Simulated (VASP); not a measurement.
# Cu in VASP: notebook, part 2 of 2

VASP 6.6.1. The steps go on from the part before.

## (3) Single point, PBEsol (strain -0.030 along x and y, +0.000 along z)

Contents of INCAR:

```
PREC = Accurate
ENCUT = 520
EDIFF = 1E-6
ISMEAR = 0
SIGMA = 0.15
LREAL = False
LASPH = True
NELM = 60
ALGO = Fast
ISIF = 2
LWAVE = False
LCHARG = True
GGA = PS
LELF = True
LVHAR = True
NBANDS = 12
```

Contents of KPOINTS:

```
regular mesh
0
Gamma
  22 22 22
```

Contents of POSCAR:

```
Cu
1.0
    0.0000000000      1.7532750000      1.8075000000
    1.7532750000      0.0000000000      1.8075000000
    1.7532750000      1.7532750000      0.0000000000
Cu
1
Direct
    0.0000000000      0.0000000000      0.0000000000
```

Potentials or basis: VASP PAW PBE potentials, release 64 (Cu).

Launch:

```
$ cat potpaw_PBE.64/Cu/POTCAR > POTCAR
$ mpirun -np 1 vasp_std > vasp.out
```

OUTCAR:

```text
PREC = Accurate
   ENCUT = 520
   EDIFF = 1E-6
   ISMEAR = 0
   LREAL = False
   LASPH = True
   NELM = 60
   ISIF = 2
   GGA = PS

 ion  position               nearest neighbor table
   1  0.000  0.000  0.000-

  LATTYP: Found a body centered tetragonal cell.
 ALAT       =     2.4795052836
 C/A-ratio  =     1.4579521262

  Lattice vectors:

 A1 = (  -1.7532750000,   0.0000000000,   1.8075000000)
 A2 = (   1.7532750000,   0.0000000000,   1.8075000000)
 A3 = (   0.0000000000,   1.7532750000,  -1.8075000000)

Analysis of symmetry for initial positions (statically):
=====================================================================
 Subroutine PRICEL returns:
 Original cell was already a primitive cell.

 Routine SETGRP: Setting up the symmetry group for a
 body centered tetragonal supercell.

 Subroutine GETGRP returns: Found 16 space group operations
 (whereof 16 operations were pure point group operations)
 out of a pool of 16 trial point group operations.

The static configuration has the point symmetry D_4h.

Analysis of symmetry for dynamics (positions and initial velocities):
=====================================================================
 Subroutine PRICEL returns:
 Original cell was already a primitive cell.

 Routine SETGRP: Setting up the symmetry group for a
 body centered tetragonal supercell.

 Subroutine GETGRP returns: Found 16 space group operations
 (whereof 16 operations were pure point group operations)
 out of a pool of 16 trial point group operations.

The dynamic configuration has the point symmetry D_4h.

 Subroutine INISYM returns: Found 16 space group operations
 (whereof 16 operations are pure point group operations),
 and found     1 'primitive' translations

----------------------------------------------------------------------------------------

                                     Primitive cell

  volume of cell :      11.1124

[... 109 lines left out ...]
  Thomas-Fermi vector in A             =   2.723675
   LORBIT       =      0    0 simple, 1 ext, 2 COOP (PROOUT), +10 PAW based schemes
   GGA     = PS    functional components
   LHFCALC =     F    Hartree Fock is set to
   AEXX    =    0.0000 exact exchange contribution
   IVDW    =     0    specifies the selected vdW correction
   LEPSILON=     F    determine dielectric tensor
   LRPA    =     F    only Hartree local field effects (RPA)
 non-spin polarized calculation
 RMM-DIIS sequential band-by-band and
 Gauss-broadening in eV      SIGMA  =   0.15
  energy-cutoff  :      520.00
  volume of cell :       11.11
 maximum number of plane-waves:       318
   NGX =  9   NGY =  9   NGZ =  9

 number of electron      10.9999996 magnetization

 Free energy of the ion-electron system (eV)
  ---------------------------------------------------
  ext. energy  EPLUGINS =         0.00000000
  ---------------------------------------------------
  free energy    TOTEN  =        -4.30641273 eV

  energy without entropy =       -4.30372627  energy(sigma->0) =       -4.30506950

 E-fermi :   8.1789     XC(G=0): -13.2671

 val. band max:        8.1723292959   @ k =  -0.2273   0.2727   0.1364
 cond. band min:       8.1795511430   @ k =   0.5000   0.1364   0.3182
 fundamental gap:      0.0072218470
 Fermi energy:         8.1789046349

 k-point     1 :       0.0000    0.0000    0.0000
  band No.  band energies     occupation
      1      -1.6868      2.00000
      2       4.8490      2.00000
      3       5.0151      2.00000
      4       5.0151      2.00000
      5       5.7862      2.00000
      6       5.9525      2.00000
      7      31.2645      0.00000
      8      34.2324      0.00000
      9      34.4052      0.00000
     10      34.4052      0.00000
     11      36.8602      0.00000
     12      36.8609      0.00000
[... 331 lines left out ...]
 k-point    24 :      -0.4545    0.0455    0.0000
  band No.  band energies     occupation
      1       2.7571      2.00000
      2       4.8237      2.00000
      3       5.0308      2.00000
      4       6.1127      2.00000
      5       6.4345      2.00000
      6       7.2842      2.00000
      7      12.4930      0.00000
      8      28.3266      0.00000
      9      30.7794      0.00000
     10      31.4517      0.00000
     11      34.8312      0.00000
     12      34.9435      0.00000

 [... further k-points ...]
[... 5 lines left out ...]
  --------------------------------------------------------------------------------------
  -------------------------------------------------------------------------------------
  Total        0.3196100      0.3196100      0.1612015      0.0000000      0.0000000     -0.0000000
  in kB       46.0810698     46.0810698     23.2418798      0.0000000      0.0000000     -0.0000000
  external PRESSURE =      38.4680065 kB  Pullay stress =       0.0000000 kB

 VOLUME and BASIS-vectors are now :
 -----------------------------------------------------------------------------
  energy-cutoff  :      520.00
  volume of cell :       11.11
      direct lattice vectors                 reciprocal lattice vectors
     0.000000000  1.753275000  1.807500000    -0.285180591  0.285180591  0.276625173
     1.753275000  0.000000000  1.807500000     0.285180591 -0.285180591  0.276625173
     1.753275000  1.753275000  0.000000000     0.285180591  0.285180591 -0.276625173

 POSITION                                       TOTAL-FORCE (eV/Angst)
 -----------------------------------------------------------------------------------
      0.00000      0.00000      0.00000        -0.000000      0.000000     -0.000000
 -----------------------------------------------------------------------------------
    total drift:                               -0.000000     -0.000000     -0.000000

  FREE ENERGIE OF THE ION-ELECTRON SYSTEM (eV)
  ---------------------------------------------------
  free  energy   TOTEN  =        -4.3064127251 eV

  energy  without entropy=       -4.3037262689  energy(sigma->0) =       -4.30506950
```

OSZICAR:

```text
N       E                     dE             d eps       ncg     rms          rms(c)
DAV:   1     0.417673528503E+02    0.41767E+02   -0.53918E+03 22428   0.156E+03
DAV:   2    -0.411566699118E+01   -0.45883E+02   -0.42298E+02 20592   0.207E+02
DAV:   3    -0.540403720887E+01   -0.12884E+01   -0.12785E+01 23204   0.395E+01
DAV:   4    -0.541155903066E+01   -0.75218E-02   -0.75209E-02 22612   0.266E+00
DAV:   5    -0.541162446123E+01   -0.65431E-04   -0.65430E-04 23572   0.253E-01    0.845E+00
RMM:   6    -0.468353389945E+01    0.72809E+00   -0.35181E+00 25073   0.348E+01    0.449E+00
RMM:   7    -0.432373252712E+01    0.35980E+00   -0.48692E-01 24954   0.124E+01    0.106E+00
RMM:   8    -0.430787050553E+01    0.15862E-01   -0.15713E-02 25616   0.133E+00    0.271E-01
RMM:   9    -0.430637155855E+01    0.14989E-02   -0.28047E-03 26158   0.972E-01    0.199E-02
RMM:  10    -0.430640615996E+01   -0.34601E-04   -0.44190E-04 26305   0.300E-01    0.177E-02
RMM:  11    -0.430641208243E+01   -0.59225E-05   -0.76128E-05 27673   0.991E-02    0.841E-03
RMM:  12    -0.430641272507E+01   -0.64265E-06   -0.89375E-06 24579   0.342E-02
   1 F= -.43064127E+01 E0= -.43050695E+01  d E =-.268646E-02
```

stdout:

```text
POSCAR found type information on POSCAR Cu
 POSCAR found :  1 types and       1 ions
 scaLAPACK will be used
 -----------------------------------------------------------------------------
|                                                                             |
|                                                                             |
|     You enforced a specific xc type in the INCAR file but a different       |
|     I HOPE YOU KNOW WHAT YOU ARE DOING!                                     |
|                                                                             |
 -----------------------------------------------------------------------------

 LDA part: xc-table for (Slater+PW92), standard interpolation
 POSCAR, INCAR and KPOINTS ok, starting setup
 FFT: planning ... GRIDC
 FFT: planning ... GRID_SOFT
 FFT: planning ... GRID
 WAVECAR not read
 entering main loop
WARNING in EDDRMM: call to ZHEGV failed, returncode =   6  3      7
WARNING in EDDRMM: call to ZHEGV failed, returncode =   6  3      7
```

Run time: 46 s. Hardware: 1 thread of AMD EPYC 9R45 (Zen 5), shared host; peak memory 0.18 GiB.

Results:

- Free energy: -4.3064 eV
- Pressure: 3.8 GPa

Caveat: the cell differs from its parent crystal (strain -0.030 along x and y, +0.000 along z); the PAW data sets were made with another functional, which shifts forces and pressure a little.

## (4) Single point, PBEsol (strain -0.030 along x and y, +0.030 along z)

Contents of INCAR:

```
PREC = Accurate ; ENCUT = 520
EDIFF = 1E-6 ; ISMEAR = 0
SIGMA = 0.15 ; LREAL = F
LASPH = T ; NELM = 60
ALGO = Normal ; ISIF = 2
LWAVE = F ; LCHARG = T
GGA = PS ; LELF = T
LVHAR = T ; NBANDS = 12
```

Contents of KPOINTS:

```
Automatic mesh
0
Gamma
  22 22 22
```

Contents of POSCAR:

```
Cu
1.0
    0.0000000000      1.7532750000      1.8617250000
    1.7532750000      0.0000000000      1.8617250000
    1.7532750000      1.7532750000      0.0000000000
Cu
1
Direct
    0.0000000000      0.0000000000      0.0000000000
```

Launch:

```
$ cat potpaw_PBE.64/Cu/POTCAR > POTCAR
$ mpirun -np 1 vasp_std > vasp.out
```

It took 40 s on 1 thread of AMD EPYC 9R45 (Zen 5), shared host; peak memory 0.19 GiB.

It converged, with:

| Property | Result |
| --- | --- |
| Free energy | -4.3047 eV |
| Pressure | -1.0 GPa |

Stress tensor (GPa, compression positive):
```
 0.53  0.00  0.00
 0.00  0.53  0.00
 0.00  0.00 -4.13
```

Levels at points of the mesh, in eV from the Fermi level:
| k point | band 2 | band 3 | band 4 | band 5 | band 6 | band 7 | band 8 | band 9 | band 10 | band 11 |
| --- | --- | --- | --- | --- | --- | --- | --- | --- | --- | --- |
| (0.00, 0.00, 0.00) | -3.33 | -3.01 | -3.01 | -2.42 | -2.10 | 22.90 | 25.54 | 25.81 | 25.81 | 28.19 |
| (0.50, 0.00, 0.00) | -3.31 | -3.01 | -1.72 | -1.61 | -1.12 | 3.91 | 20.23 | 22.68 | 23.55 | 24.52 |
| (0.50, 0.50, 0.00) | -4.58 | -1.66 | -1.53 | -1.53 | 0.60 | 6.27 | 14.26 | 14.26 | 18.70 | 21.67 |
| (0.50, 0.00, 0.50) | -4.59 | -1.69 | -1.62 | -1.40 | 1.88 | 7.86 | 12.78 | 12.90 | 17.51 | 20.35 |

Caveat: the cell differs from its parent crystal (strain -0.030 along x and y, +0.030 along z); the PAW data sets were made with another functional, which shifts forces and pressure a little.

## (5) Single point, PBEsol (strain -0.015 along x and y, +0.015 along z)

Contents of INCAR:

```
PREC = Accurate
ENCUT = 520
EDIFF = 1E-6
ISMEAR = 0
SIGMA = 0.15
LREAL = F
LASPH = T
NELM = 60
ALGO = Normal
ISIF = 2
LWAVE = F
LCHARG = F
GGA = PS
NBANDS = 12
```

KPOINTS is that of step 4.

Contents of POSCAR:

```
Cu
1.0
    0.0000000000      1.7803875000      1.8346125000
    1.7803875000      0.0000000000      1.8346125000
    1.7803875000      1.7803875000      0.0000000000
Cu
1
Direct
    0.0000000000      0.0000000000      0.0000000000
```

Launch:

```
$ cat potpaw_PBE.64/Cu/POTCAR > POTCAR
$ mpirun -np 1 vasp_std > vasp.out
```

Wall time 43 s (1 thread of AMD EPYC 9R45 (Zen 5), shared host); peak memory 0.19 GiB.

It converged, with:

| Quantity | Value |
| --- | --- |
| Free energy | -4.3068 eV |
| Pressure | -3.6 GPa |

Stress tensor (GPa, compression positive):
```
-2.93  0.00  0.00
 0.00 -2.93  0.00
 0.00  0.00 -4.92
```

Levels at points of the mesh, in eV from the Fermi level:
```
           k point  band 4  band 5  band 6  band 7  band 8  band 9
(0.00, 0.00, 0.00)   -3.01   -2.29   -2.14   22.73   25.38   25.50
(0.50, 0.00, 0.00)   -1.66   -1.60   -1.07    3.83   20.82   22.17
(0.50, 0.50, 0.00)   -1.49   -1.49    1.03    6.69   13.64   13.64
(0.50, 0.00, 0.50)   -1.53   -1.43    1.67    7.48   12.90   12.96
```

Caveat: the cell differs from its parent crystal (strain -0.015 along x and y, +0.015 along z); the PAW data sets were made with another functional, which shifts forces and pressure a little.

## (6) Single point, PBEsol (strain -0.015 along x and y, +0.030 along z)

Contents of INCAR:

```
PREC = Accurate
ENCUT = 520
EDIFF = 1E-6
ISMEAR = 0
SIGMA = 0.15
LREAL = False
LASPH = True
NELM = 80
ALGO = Fast
ISIF = 2
LWAVE = False
LCHARG = False
GGA = PS
NBANDS = 12
```

Contents of KPOINTS:

```
regular mesh
0
Gamma
  22 22 22
```

Contents of POSCAR:

```
Cu
1.0
    0.0000000000      1.7803875000      1.8617250000
    1.7803875000      0.0000000000      1.8617250000
    1.7803875000      1.7803875000      0.0000000000
Cu
1
Direct
    0.0000000000      0.0000000000      0.0000000000
```

Potentials or basis: VASP PAW PBE potentials, release 64 (Cu).

Launch:

```
$ cat potpaw_PBE.64/Cu/POTCAR > POTCAR
$ mpirun -np 1 vasp_std > vasp.out
```

It took 53 s on 1 thread of AMD EPYC 9R45 (Zen 5), shared host; peak memory 0.19 GiB.

Results (log left out):

```yaml
Free_energy: -4.3002 eV
Pressure: -5.7 GPa
```

Stress tensor (GPa, compression positive):
```
-4.73  0.00  0.00
 0.00 -4.73  0.00
 0.00  0.00 -7.70
```

Levels at points of the mesh, in eV from the Fermi level:
```tsv
k point	band 2	band 3	band 4	band 5	band 6	band 7	band 8	band 9	band 10	band 11
(0.00, 0.00, 0.00)	-3.17	-2.94	-2.94	-2.30	-2.08	22.64	25.13	25.29	25.29	27.68
(0.50, 0.00, 0.00)	-3.16	-2.94	-1.66	-1.58	-1.02	3.76	20.32	22.13	22.79	24.36
(0.50, 0.50, 0.00)	-4.41	-1.62	-1.49	-1.49	0.86	6.34	13.76	13.76	18.16	20.93
(0.50, 0.00, 0.50)	-4.42	-1.64	-1.55	-1.40	1.79	7.51	12.67	12.77	17.29	19.95
```

Caveat: the cell differs from its parent crystal (strain -0.015 along x and y, +0.030 along z); the PAW data sets were made with another functional, which shifts forces and pressure a little.

## (7) The runs side by side

| cell | gap on the mesh (eV) | pressure (GPa) |
| --- | --- | --- |
| a = 2.518 Å, angles 60.0°, 1 atom | none | 1.1 |
| a = 2.518, b = 2.518, c = 2.480 Å, angles 60.5, 60.5, 59.0°, 1 atom | none | 3.8 |
| a = 2.557, b = 2.557, c = 2.480 Å, angles 61.0, 61.0, 58.0°, 1 atom | none | -1.0 |
| a = 2.556, b = 2.556, c = 2.518 Å, angles 60.5, 60.5, 59.0°, 1 atom | none | -3.6 |
| a = 2.576, b = 2.576, c = 2.518 Å, angles 60.7, 60.7, 58.5°, 1 atom | none | -5.7 |

Alike in all rows: task single point; level PBEsol; potentials or basis VASP PAW PBE potentials, release 64 (Cu); no spin polarisation; k mesh 22 × 22 × 22; cutoff (eV) 520; smearing gaussian 0.15 eV.

Caveats: the PAW data sets were made with another functional, which shifts forces and pressure a little.

Absolute energies hang on the potentials; compare differences alone.
